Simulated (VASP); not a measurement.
# La (P-1) in VASP: single point with LDA

Aim: the single point of La with LDA.

Everything below comes from runs of VASP 6.6.1. Logs are shortened: lines on timing, memory, paths and dates and some standing lists are left out, and cuts for length are marked.

## (1) The cell of the first run

The typed cell holds 2 atoms: a = 3.750 Å, b = 3.718 Å, c = 6.071 Å, α = 89.57°, β = 88.85°, γ = 119.13°.

## (2) Single point, LDA (equal xy, yz and zx shear strains of +2 %)

INCAR reads:

```
PREC = Accurate
ENCUT = 520
EDIFF = 1E-7
ISMEAR = -1
SIGMA = 0.05
LREAL = F
LASPH = T
NELM = 100
ALGO = Normal
ISIF = 2
LWAVE = F
LCHARG = T
LELF = T
LVHAR = T
NBANDS = 18
```

KPOINTS reads:

```
Automatic mesh
0
Gamma
  11 11 6
```

POSCAR reads:

```
La
1.0
    3.7500020507      0.0375000205      0.0375000205
   -1.8425250549      3.2288470298      0.0137259602
    0.0607000000      0.0607000000      6.0700000000
La
2
Direct
    0.3333333333      0.6666666667      0.2500000000
    0.6666666667      0.3333333333      0.7500000000
```

Potentials or basis: VASP PAW LDA potentials, release 64 (La).

Command:

```sh
> cat potpaw_LDA.64/La/POTCAR > POTCAR
> mpirun -np 1 vasp_std > vasp.out
```

OUTCAR:

```text
PREC = Accurate
   ENCUT = 520
   EDIFF = 1E-7
   ISMEAR = -1
   LREAL = F
   LASPH = T
   NELM = 100
   ISIF = 2

 ion  position               nearest neighbor table
   1  0.333  0.667  0.250-
   2  0.667  0.333  0.750-

  LATTYP: Found a triclinic cell.
 ALAT       =     3.7828713491
 B/A-ratio  =     2.3266257038
 C/A-ratio  =     0.9914101449
 COS(alpha) =     0.0009709386
 COS(beta)  =     0.5129592077
 COS(gamma) =     0.6222625919

  Lattice vectors:

 A1 = (  -1.9074769958,  -3.2663470503,  -0.0512259807)
 A2 = (  -0.0042519409,  -6.4344940801,   6.0050480591)
 A3 = (  -3.7500020507,  -0.0375000205,  -0.0375000205)

Analysis of symmetry for initial positions (statically):
=====================================================================
 Subroutine PRICEL returns:
 Original cell was already a primitive cell.

 Routine SETGRP: Setting up the symmetry group for a
 triclinic supercell.

 Subroutine GETGRP returns: Found  2 space group operations
 (whereof  2 operations were pure point group operations)
 out of a pool of  2 trial point group operations.

The static configuration has the point symmetry S_2 .

Analysis of symmetry for dynamics (positions and initial velocities):
=====================================================================
 Subroutine PRICEL returns:
 Original cell was already a primitive cell.

 Routine SETGRP: Setting up the symmetry group for a
 triclinic supercell.

 Subroutine GETGRP returns: Found  2 space group operations
 (whereof  2 operations were pure point group operations)
 out of a pool of  2 trial point group operations.

The dynamic configuration has the point symmetry S_2 .

 Subroutine INISYM returns: Found  2 space group operations
 (whereof  2 operations are pure point group operations),
 and found     1 'primitive' translations

----------------------------------------------------------------------------------------

                                     Primitive cell

  volume of cell :      73.9014

  direct lattice vectors                    reciprocal lattice vectors
     3.750002051  0.037500021  0.037500021     0.265194678  0.151349695 -0.004165444
    -1.842525055  3.228847030  0.013725960    -0.003049316  0.307980962 -0.003049316
     0.060700000  0.060700000  6.070000000    -0.001631458 -0.001631458  0.164777275

  length of vectors
     3.750377032  3.717598704  6.070606970     0.305372393  0.308011151  0.164793427

  position of ions in fractional coordinates (direct lattice)
     0.333333333  0.666666667  0.250000000
     0.666666667  0.333333333  0.750000000

  ion indices of the primitive-cell ions
   primitive index   ion index
                 1           1
                 2           2

----------------------------------------------------------------------------------------

 KPOINTS: Automatic mesh

Automatic generation of k-mesh.
 Grid dimensions read from file:
 generate k-points for:   11   11    6

 Generating k-lattice:

  Cartesian coordinates                     Fractional coordinates (reciprocal lattice)
     0.024108607  0.013759063 -0.000378677     0.090909091 -0.000000000 -0.000000000
    -0.000277211  0.027998269 -0.000277211     0.000000000  0.090909091 -0.000000000
    -0.000271910 -0.000271910  0.027462879     0.000000000 -0.000000000  0.166666667

  Length of vectors
     0.027761127  0.028001014  0.027465571

  Shift w.r.t. Gamma in fractional coordinates (k-lattice)
     0.000000000  0.000000000  0.000000000

 Subroutine IBZKPT returns following result:
 ===========================================

 Found    364 irreducible k-points:

 Following reciprocal coordinates:
            Coordinates               Weight
  0.000000  0.000000  0.000000      1.000000
  0.090909  0.000000  0.000000      2.000000
  0.181818 -0.000000  0.000000      2.000000
  0.272727  0.000000  0.000000      2.000000
  0.363636  0.000000  0.000000      2.000000
  0.454545 -0.000000  0.000000      2.000000
[... 16 lines left out ...]
  0.454545  0.181818  0.000000      2.000000
 -0.454545  0.181818  0.000000      2.000000
 [... further k-points ...]
   k-points           NKPTS =    364   k-points in BZ     NKDIM =    364   number of bands    NBANDS=     18
   number of dos      NEDOS =    301   number of ions     NIONS =      2
   total plane-waves  NPLWV =  37632
   dimension x,y,z NGX =    28 NGY =   28 NGZ =   48
   dimension x,y,z NGXF=    56 NGYF=   56 NGZF=   96
   ions per type =               2
   NGX,Y,Z   is equivalent  to a cutoff of  12.41, 12.52, 13.14 a.u.
   NGXF,Y,Z  is equivalent  to a cutoff of  24.82, 25.04, 26.29 a.u.
 SYSTEM =  unknown system
   PREC   = accura    normal or accurate (medium, high low for compatibility)
   ISTART =      0    job   : 0-new  1-cont  2-samecut
   ICHARG =      2    charge: 1-file 2-atom 10-const
   ISPIN  =      1    spin polarized calculation?
   LNONCOLLINEAR =      F non collinear calculations
   LSORBIT =      F    spin-orbit coupling
   LASPH  =      T    aspherical Exc in radial PAW
   ENCUT  =  520.0 eV  38.22 Ry    6.18 a.u.   6.97  6.91 11.29*2*pi/ulx,y,z
   NELM   =    100;   NELMIN=  2; NELMDL= -5     # of ELM steps
   EDIFF  = 0.1E-06   stopping-criterion for ELM
   LREAL  =      F    real-space projection
   EDIFFG = 0.1E-05   stopping-criterion for IOM
   NSW    =      0    number of steps for IOM
   IBRION =     -1    ionic relax: 0-MD 1-quasi-New 2-CG
   NFREE  =      0    steps in history (QN), initial steepest desc. (CG)
   ISIF   =      2    stress and relaxation
   ISYM   =      2    0-nonsym 1-usesym 2-fastsym
   POTIM  = 0.5000    time-step for ionic-motion
   TEBEG  =    0.0;   TEEND  =   0.0 temperature during run
   PSTRESS=    0.0 pullay stress
   NELECT =      22.0000    total number of electrons
   NUPDOWN=      -1.0000    fix difference up-down
   EMIN   =  10.00;   EMAX   =-10.00  energy-range for DOS
   EFERMI =   0.00;   METHOD = LEGACY
   ISMEAR =    -1;   SIGMA  =   0.05  broadening in eV -4-tet -1-fermi 0-gaus
   EFERMI_NEDOS =   21; number of points for ismear=-14 and -15
   IALGO  =     38    algorithm
   IMIX   =      4    mixing-type and parameters
     AMIX     =   0.40;   BMIX     =  1.00
     AMIX_MAG =   1.60;   BMIX_MAG =  1.00
  volume/ion in A,a.u.               =      36.95       249.36
  Fermi-wavevector in a.u.,A,eV,Ry     =   1.093112  2.065683 16.257525  1.194894
  Thomas-Fermi vector in A             =   2.229391
   LORBIT       =      0    0 simple, 1 ext, 2 COOP (PROOUT), +10 PAW based schemes
   GGA     = CA    functional components
   LHFCALC =     F    Hartree Fock is set to
   AEXX    =    0.0000 exact exchange contribution
   IVDW    =     0    specifies the selected vdW correction
   LEPSILON=     F    determine dielectric tensor
   LRPA    =     F    only Hartree local field effects (RPA)
 non-spin polarized calculation
  energy-cutoff  :      520.00
  volume of cell :       73.90
 maximum number of plane-waves:      2009
   NGX = 13   NGY = 13   NGZ = 23

 number of electron      21.9999998 magnetization

 Free energy of the ion-electron system (eV)
  ---------------------------------------------------
  ext. energy  EPLUGINS =         0.00000000
  ---------------------------------------------------
  free energy    TOTEN  =       -11.00486496 eV

  energy without entropy =      -10.97040612  energy(sigma->0) =      -10.98763554

 E-fermi :   7.6956     XC(G=0):  -9.7844

 val. band max:        7.6956178829   @ k =  -0.2727  -0.2727   0.3333
 cond. band min:       7.6956915861   @ k =  -0.3636   0.1818   0.3333
 fundamental gap:      0.0000737032
 Fermi energy:         7.6956205453

 k-point     1 :       0.0000    0.0000    0.0000
  band No.  band energies     occupation
      1     -25.0413      2.00000
      2     -24.8308      2.00000
      3      -9.4490      2.00000
      4      -8.2263      2.00000
      5      -8.1994      2.00000
      6      -8.0407      2.00000
[... 10 lines left out ...]
     17       9.3112      0.00000
     18       9.3251      0.00000

 k-point     2 :       0.0909    0.0000    0.0000
  band No.  band energies     occupation
      1     -25.0281      2.00000
      2     -24.8247      2.00000
      3      -9.4142      2.00000
      4      -8.3158      2.00000
      5      -8.2278      2.00000
      6      -8.1300      2.00000
[... 10 lines left out ...]
     17       9.2961      0.00000
     18       9.3206      0.00000

 k-point     3 :       0.1818   -0.0000    0.0000
  band No.  band energies     occupation
      1     -24.9917      2.00000
      2     -24.8092      2.00000
      3      -9.3149      2.00000
      4      -8.5541      2.00000
      5      -8.3656      2.00000
      6      -8.2969      2.00000
[... 10 lines left out ...]
     17       9.3130      0.00000
     18       9.3786      0.00000

 k-point     4 :       0.2727    0.0000    0.0000
  band No.  band energies     occupation
      1     -24.9411      2.00000
      2     -24.7910      2.00000
      3      -9.1671      2.00000
      4      -8.8548      2.00000
      5      -8.6522      2.00000
      6      -8.3810      2.00000
[... 375 lines left out ...]
      4      -8.9588      2.00000
      5      -8.7816      2.00000
      6      -8.6946      2.00000
[... 10 lines left out ...]
     17       9.3317      0.00000
     18       9.4536      0.00000

 k-point    23 :       0.4545    0.1818    0.0000
  band No.  band energies     occupation
      1     -24.8314      2.00000
      2     -24.7742      2.00000
      3      -9.1894      2.00000
      4      -8.9751      2.00000
      5      -8.7766      2.00000
      6      -8.6849      2.00000
[... 10 lines left out ...]
     17       9.3407      0.00000
     18       9.4578      0.00000

 k-point    24 :      -0.4545    0.1818    0.0000
  band No.  band energies     occupation
      1     -24.8639      2.00000
      2     -24.7725      2.00000
      3      -9.0757      2.00000
      4      -8.9474      2.00000
      5      -8.9091      2.00000
      6      -8.5767      2.00000
[... 10 lines left out ...]
     17       9.4291      0.00000
     18       9.4555      0.00000

 [... further k-points ...]

------------------------ aborting loop because EDIFF is reached ----------------------------------------

  FORCE on cell =-STRESS in cart. coord.  units (eV):
  Direction    XX          YY          ZZ          XY          YZ          ZX
  --------------------------------------------------------------------------------------
  -------------------------------------------------------------------------------------
  Total       -1.4055407     -1.4052517     -1.4610789     -0.1325884     -0.0899386     -0.0898667
  in kB      -30.4720099    -30.4657450    -31.6760744     -2.8745066     -1.9498621     -1.9483036
  external PRESSURE =     -30.8712765 kB  Pullay stress =       0.0000000 kB

 VOLUME and BASIS-vectors are now :
 -----------------------------------------------------------------------------
  energy-cutoff  :      520.00
  volume of cell :       73.90
      direct lattice vectors                 reciprocal lattice vectors
     3.750002051  0.037500021  0.037500021     0.265194678  0.151349695 -0.004165444
    -1.842525055  3.228847030  0.013725960    -0.003049316  0.307980962 -0.003049316
     0.060700000  0.060700000  6.070000000    -0.001631458 -0.001631458  0.164777275

 POSITION                                       TOTAL-FORCE (eV/Angst)
 -----------------------------------------------------------------------------------
      0.03683      2.18024      1.53915        -0.003334     -0.000017      0.001067
      1.93135      1.14681      4.58208         0.003334      0.000017     -0.001067
 -----------------------------------------------------------------------------------
    total drift:                                0.000000     -0.000000     -0.000000

  FREE ENERGIE OF THE ION-ELECTRON SYSTEM (eV)
  ---------------------------------------------------
  free  energy   TOTEN  =       -11.0048649589 eV

  energy  without entropy=      -10.9704061193  energy(sigma->0) =      -10.98763554
```

Run time: 10 min. Hardware: 1 thread of Oxide Virtual Turin-like, shared host; peak memory 0.52 GiB.

Results:

- Free energy: -11.0049 eV
- Pressure: -3.1 GPa
- Largest force: 0.004 eV/Å
- Band gap on the k mesh: zero (bands 11 and 12 overlap by 1.35 eV)

Forces on the atoms (eV/Å):
```
La  -0.003  0.000  0.001
La   0.003  0.000 -0.001
```

Caveat: the cell differs from its parent crystal (equal xy, yz and zx shear strains of +2 %); the cell stands under tension; spin-orbit coupling is left out, which moves the levels of the heavy elements.
